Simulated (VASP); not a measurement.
# Ru (R-3m) in VASP: relaxation of cell and atoms with PBE

Aim: the relaxation of cell and atoms of Ru with PBE.

Program: VASP 6.6.1. These are calculated values, not measurements. Logs are shortened: lines on timing, memory, paths and dates and some standing lists are left out, and cuts for length are marked.

## 1. The cell of the first run

Symmetry: R-3m, No. 166, trigonal system. Conventional cell: a = 3.361 Å, b = 3.361 Å, c = 8.777 Å, α = 90.00°, β = 90.00°, γ = 120.00°. Ru (site symmetry 3m) has 6 Ru at 2.27 to 2.61 Å within 3.0 Å.

## 2. Relaxation of cell and atoms, PBE

File INCAR:

```
ALGO = Normal ; EDIFF = 1E-7
EDIFFG = -0.04 ; ENCUT = 600
GGA = PE ; IBRION = 2
ISIF = 3 ; ISMEAR = 0
LASPH = True ; LCHARG = False
LREAL = False ; LWAVE = False
NELM = 60 ; NSW = 90
PREC = Accurate ; SIGMA = 0.1
```

File KPOINTS:

```
k-points
0
Gamma
  6 6 6
```

File POSCAR:

```
Ru
1.0
    1.6805794631      0.9702830054      2.9257363241
   -1.6805794631      0.9702830054      2.9257363241
    0.0000000000     -1.9405660108      2.9257363241
Ru
2
Direct
    0.2336400000      0.2336400000      0.2336400000
    0.7663600000      0.7663600000      0.7663600000
```

Potentials or basis: VASP PAW PBE potentials, release 64 (Ru_pv).

Launch:

```
> cat potpaw_PBE.64/Ru_pv/POTCAR > POTCAR
> mpirun -np 1 vasp_std > vasp.out
```

OUTCAR:

```text
EDIFF = 1E-7
   EDIFFG = -0.04
   ENCUT = 600
   GGA = PE
   IBRION = 2
   ISIF = 3
   ISMEAR = 0
   LASPH = True
   LREAL = False
   NELM = 60
   NSW = 90
   PREC = Accurate

 ion  position               nearest neighbor table
   1  0.234  0.234  0.234-   2 2.27   2 2.27   2 2.27   2 2.61   2 2.61   2 2.61
   2  0.766  0.766  0.766-   1 2.27   1 2.27   1 2.27   1 2.61   1 2.61   1 2.61

  LATTYP: Found a trigonal (rhomboedric) cell.
 ALAT       =     3.5108018287
 COS(alpha) =     0.5417151843

  Lattice vectors:

 A1 = (   1.6805794631,   0.9702830054,   2.9257363241)
 A2 = (  -1.6805794631,   0.9702830054,   2.9257363241)
 A3 = (   0.0000000000,  -1.9405660108,   2.9257363241)

Analysis of symmetry for initial positions (statically):
=====================================================================
 Subroutine PRICEL returns:
 Original cell was already a primitive cell.

 Routine SETGRP: Setting up the symmetry group for a
 trigonal (rhombohedral) supercell.

 Subroutine GETGRP returns: Found 12 space group operations
 (whereof 12 operations were pure point group operations)
 out of a pool of 12 trial point group operations.

The static configuration has the point symmetry D_3d.

Analysis of symmetry for dynamics (positions and initial velocities):
=====================================================================
 Subroutine PRICEL returns:
 Original cell was already a primitive cell.

 Routine SETGRP: Setting up the symmetry group for a
 trigonal (rhombohedral) supercell.

 Subroutine GETGRP returns: Found 12 space group operations
 (whereof 12 operations were pure point group operations)
 out of a pool of 12 trial point group operations.

The dynamic configuration has the point symmetry D_3d.

 Subroutine INISYM returns: Found 12 space group operations
 (whereof 12 operations are pure point group operations),
 and found     1 'primitive' translations

----------------------------------------------------------------------------------------

                                     Primitive cell

  volume of cell :      28.6249

  direct lattice vectors                    reciprocal lattice vectors
     1.680579463  0.970283005  2.925736324     0.297516429  0.171771190  0.113931433
    -1.680579463  0.970283005  2.925736324    -0.297516429  0.171771190  0.113931433
     0.000000000 -1.940566011  2.925736324     0.000000000 -0.343542380  0.113931433

  length of vectors
     3.510801829  3.510801829  3.510801829     0.361941623  0.361941623  0.361941623

  position of ions in fractional coordinates (direct lattice)
     0.233640000  0.233640000  0.233640000
     0.766360000  0.766360000  0.766360000

  ion indices of the primitive-cell ions
   primitive index   ion index
                 1           1
                 2           2

----------------------------------------------------------------------------------------

 KPOINTS: k-points

Automatic generation of k-mesh.
 Grid dimensions read from file:
 generate k-points for:    6    6    6

 Generating k-lattice:

  Cartesian coordinates                     Fractional coordinates (reciprocal lattice)
     0.049586071  0.028628532  0.018988572     0.166666667  0.000000000  0.000000000
    -0.049586071  0.028628532  0.018988572     0.000000000  0.166666667  0.000000000
     0.000000000 -0.057257063  0.018988572     0.000000000  0.000000000  0.166666667

  Length of vectors
     0.060323604  0.060323604  0.060323604

  Shift w.r.t. Gamma in fractional coordinates (k-lattice)
     0.000000000  0.000000000  0.000000000

 Subroutine IBZKPT returns following result:
 ===========================================

 Found     32 irreducible k-points:

 Following reciprocal coordinates:
            Coordinates               Weight
  0.000000  0.000000  0.000000      1.000000
  0.166667  0.000000 -0.000000      6.000000
  0.333333  0.000000 -0.000000      6.000000
  0.500000  0.000000 -0.000000      3.000000
  0.166667  0.166667 -0.000000      6.000000
  0.333333  0.166667 -0.000000     12.000000
[... 16 lines left out ...]
  0.500000  0.500000  0.166667      6.000000
 -0.333333  0.500000  0.166667     12.000000
 [... further k-points ...]
   k-points           NKPTS =     32   k-points in BZ     NKDIM =     32   number of bands    NBANDS=     18
   number of dos      NEDOS =    301   number of ions     NIONS =      2
   total plane-waves  NPLWV =  21952
   dimension x,y,z NGX =    28 NGY =   28 NGZ =   28
   dimension x,y,z NGXF=    56 NGYF=   56 NGZF=   56
   ions per type =               2
   NGX,Y,Z   is equivalent  to a cutoff of  13.26, 13.26, 13.26 a.u.
   NGXF,Y,Z  is equivalent  to a cutoff of  26.52, 26.52, 26.52 a.u.
 SYSTEM =  unknown system
   PREC   = accura    normal or accurate (medium, high low for compatibility)
   ISTART =      0    job   : 0-new  1-cont  2-samecut
   ICHARG =      2    charge: 1-file 2-atom 10-const
   ISPIN  =      1    spin polarized calculation?
   LNONCOLLINEAR =      F non collinear calculations
   LSORBIT =      F    spin-orbit coupling
   LASPH  =      T    aspherical Exc in radial PAW
   ENCUT  =  600.0 eV  44.10 Ry    6.64 a.u.   7.01  7.01  7.01*2*pi/ulx,y,z
   NELM   =     60;   NELMIN=  2; NELMDL= -5     # of ELM steps
   EDIFF  = 0.1E-06   stopping-criterion for ELM
   LREAL  =      F    real-space projection
   EDIFFG = -.4E-01   stopping-criterion for IOM
   NSW    =     90    number of steps for IOM
   IBRION =      2    ionic relax: 0-MD 1-quasi-New 2-CG
   NFREE  =      1    steps in history (QN), initial steepest desc. (CG)
   ISIF   =      3    stress and relaxation
   ISYM   =      2    0-nonsym 1-usesym 2-fastsym
   POTIM  = 0.5000    time-step for ionic-motion
   TEBEG  =    0.0;   TEEND  =   0.0 temperature during run
   PSTRESS=    0.0 pullay stress
   NELECT =      28.0000    total number of electrons
   NUPDOWN=      -1.0000    fix difference up-down
   EMIN   =  10.00;   EMAX   =-10.00  energy-range for DOS
   EFERMI =   0.00;   METHOD = LEGACY
   ISMEAR =     0;   SIGMA  =   0.10  broadening in eV -4-tet -1-fermi 0-gaus
   EFERMI_NEDOS =   21; number of points for ismear=-14 and -15
   IALGO  =     38    algorithm
   IMIX   =      4    mixing-type and parameters
     AMIX     =   0.40;   BMIX     =  1.00
     AMIX_MAG =   1.60;   BMIX_MAG =  1.00
  volume/ion in A,a.u.               =      14.31        96.59
  Fermi-wavevector in a.u.,A,eV,Ry     =   1.625098  3.070990 35.932215  2.640943
  Thomas-Fermi vector in A             =   2.718277
   LORBIT       =      0    0 simple, 1 ext, 2 COOP (PROOUT), +10 PAW based schemes
   GGA     = PE    functional components
   LHFCALC =     F    Hartree Fock is set to
   AEXX    =    0.0000 exact exchange contribution
   IVDW    =     0    specifies the selected vdW correction
   LEPSILON=     F    determine dielectric tensor
   LRPA    =     F    only Hartree local field effects (RPA)
 conjugate gradient relaxation of ions
 non-spin polarized calculation
 Gauss-broadening in eV      SIGMA  =   0.10
  energy-cutoff  :      600.00
  volume of cell :       28.62
 maximum number of plane-waves:       990
   NGX = 15   NGY = 15   NGZ = 15

--------------------------------------- Ionic step        1  -------------------------------------------

 number of electron      28.0000004 magnetization

 Free energy of the ion-electron system (eV)
  ---------------------------------------------------
  ext. energy  EPLUGINS =         0.00000000
  ---------------------------------------------------
  free energy    TOTEN  =       -15.62619680 eV

  energy without entropy =      -15.61416968  energy(sigma->0) =      -15.62018324

------------------------ aborting loop because EDIFF is reached ----------------------------------------

  FORCE on cell =-STRESS in cart. coord.  units (eV):
  Direction    XX          YY          ZZ          XY          YZ          ZX
  --------------------------------------------------------------------------------------
  -------------------------------------------------------------------------------------
  Total        8.1248035      8.1248035      5.7260918      0.0000000      0.0000000      0.0000000
  in kB      454.7571546    454.7571546    320.4977426      0.0000000      0.0000000      0.0000000
  external PRESSURE =     410.0040172 kB  Pullay stress =       0.0000000 kB
[... 57 lines left out ...]
  energy  without entropy=      -13.8931325475  energy(sigma->0) =      -13.91227547

--------------------------------------- Ionic step        3  -------------------------------------------

 number of electron      27.9999999 magnetization

 E-fermi :   9.7781     XC(G=0): -12.7213

 val. band max:        9.7406881589   @ k =   0.3333   0.3333   0.1667
 cond. band min:       9.8323327800   @ k =  -0.3333   0.3333   0.3333
 fundamental gap:      0.0916446211
 Fermi energy:         9.7781059083

 k-point     1 :       0.0000    0.0000    0.0000
  band No.  band energies     occupation
      1     -33.3894      2.00000
      2     -33.3894      2.00000
      3     -33.3475      2.00000
      4     -32.6520      2.00000
      5     -32.6474      2.00000
      6     -32.6474      2.00000
[... 10 lines left out ...]
     17      13.0054      0.00000
     18      19.2706      0.00000
[... 466 lines left out ...]
      2     -33.5231      2.00000
      3     -33.3213      2.00000
      4     -32.7406      2.00000
      5     -32.5392      2.00000
      6     -32.4965      2.00000
[... 10 lines left out ...]
     17      11.8815      0.00000
     18      14.1997      0.00000

 [... further k-points ...]
[... 5 lines left out ...]
  --------------------------------------------------------------------------------------
  -------------------------------------------------------------------------------------
  Total       -0.8566407     -0.8566407     -1.8192559      0.0000000      0.0000000      0.0000000
  in kB      -41.2596611    -41.2596611    -87.6235283      0.0000000      0.0000000      0.0000000
  external PRESSURE =     -56.7142835 kB  Pullay stress =       0.0000000 kB
[... 17 lines left out ...]
  FREE ENERGIE OF THE ION-ELECTRON SYSTEM (eV)
  ---------------------------------------------------
  free  energy   TOTEN  =       -16.1141982752 eV

  energy  without entropy=      -16.0953271461  energy(sigma->0) =      -16.10476271

[... ionic steps 4 to 11 ...]

--------------------------------------- Ionic step       12  -------------------------------------------

 number of electron      28.0000006 magnetization

------------------------ aborting loop because EDIFF is reached ----------------------------------------

  FORCE on cell =-STRESS in cart. coord.  units (eV):
  Direction    XX          YY          ZZ          XY          YZ          ZX
  --------------------------------------------------------------------------------------
  -------------------------------------------------------------------------------------
  Total        0.0791519      0.0791519      0.1353447      0.0000000      0.0000000      0.0000000
  in kB        3.9946059      3.9946059      6.8305196      0.0000000      0.0000000      0.0000000
  external PRESSURE =       4.9399105 kB  Pullay stress =       0.0000000 kB
[... 57 lines left out ...]
  energy  without entropy=      -16.1756222835  energy(sigma->0) =      -16.18345382

--------------------------------------- Ionic step       14  -------------------------------------------

 number of electron      28.0000005 magnetization

 Free energy of the ion-electron system (eV)
  ---------------------------------------------------
  ext. energy  EPLUGINS =         0.00000000
  ---------------------------------------------------
  free energy    TOTEN  =       -16.19129657 eV

  energy without entropy =      -16.17563566  energy(sigma->0) =      -16.18346611

 E-fermi :  10.4628     XC(G=0): -12.9768

 val. band max:       10.4420928859   @ k =   0.3333   0.1667  -0.0000
 cond. band min:      10.4971193414   @ k =   0.3333   0.1667   0.1667
 fundamental gap:      0.0550264554
 Fermi energy:        10.4628403462

 k-point     1 :       0.0000    0.0000    0.0000
  band No.  band energies     occupation
      1     -32.8899      2.00000
      2     -32.8899      2.00000
      3     -32.6537      2.00000
      4     -32.0733      2.00000
      5     -32.0128      2.00000
      6     -32.0128      2.00000
[... 10 lines left out ...]
     17      13.7683      0.00000
     18      19.5526      0.00000
[... 466 lines left out ...]
      2     -32.9877      2.00000
      3     -32.7068      2.00000
      4     -32.1670      2.00000
      5     -31.9206      2.00000
      6     -31.8776      2.00000
[... 10 lines left out ...]
     17      12.6446      0.00000
     18      14.9472      0.00000

 [... further k-points ...]
[... 5 lines left out ...]
  --------------------------------------------------------------------------------------
  -------------------------------------------------------------------------------------
  Total       -0.0218766     -0.0218766     -0.0713699     -0.0000000      0.0000000      0.0000000
  in kB       -1.0983684     -1.0983684     -3.5832953     -0.0000000      0.0000000      0.0000000
  external PRESSURE =      -1.9266774 kB  Pullay stress =       0.0000000 kB
[... 17 lines left out ...]
  FREE ENERGIE OF THE ION-ELECTRON SYSTEM (eV)
  ---------------------------------------------------
  free  energy   TOTEN  =       -16.1912965691 eV

  energy  without entropy=      -16.1756356592  energy(sigma->0) =      -16.18346611

 reached required accuracy - stopping structural energy minimisation
```

Run time: 3 min. Hardware: 1 thread of AMD EPYC 7R13 (Zen 3), shared host; peak memory 0.14 GiB.

What came out:

| Item | Value |
| --- | --- |
| Free energy | -16.1913 eV |
| Relaxed volume | 15.96 Å³/atom |
| Relaxed cell | a = 3.452 Å, b = 3.452 Å, c = 3.452 Å, α = 64.41°, β = 64.41°, γ = 64.41° |
| Space group after relaxing (to 0.1 Å) | R-3m (No. 166) |
| Pressure after relaxing | -0.2 GPa |
| Largest force after relaxing | 0.036 eV/Å |
| Band gap on the k mesh | zero (bands 14 and 15 overlap by 2.23 eV) |

Forces on the atoms (eV/Å):
```
Ru   0.000  0.000 -0.036
Ru   0.000  0.000  0.036
```

Final structure:
```
Ru
1.0
     1.83988    1.06225    2.72129
    -1.83988    1.06225    2.72129
     0.00000   -2.12451    2.72129
Ru
2
Direct
  0.23932 0.23932 0.23932
  0.76068 0.76068 0.76068
```

Levels at points of the mesh, in eV from the Fermi level:
```tsv
k point	band 11	band 12	band 13	band 14	band 15	band 16	band 17	band 18
(0.00, 0.00, 0.00)	-4.99	-4.00	1.00	1.44	1.44	3.31	3.31	9.09
(0.50, 0.00, 0.00)	-2.48	-1.96	-1.87	-1.61	-0.78	-0.37	0.95	1.45
(0.50, 0.50, 0.00)	-0.99	-0.90	-0.73	-0.38	-0.20	1.48	3.21	4.79
(0.50, 0.50, 0.50)	-2.50	-2.50	-1.35	-1.35	-0.35	-0.35	1.50	2.79
```

Caveat: the k points lie up to 0.35 Å⁻¹ apart in the final cell, too coarse for converged energies and pressures of a metal.

The gap in the log of VASP goes by the Fermi energy; the results here count the filled bands.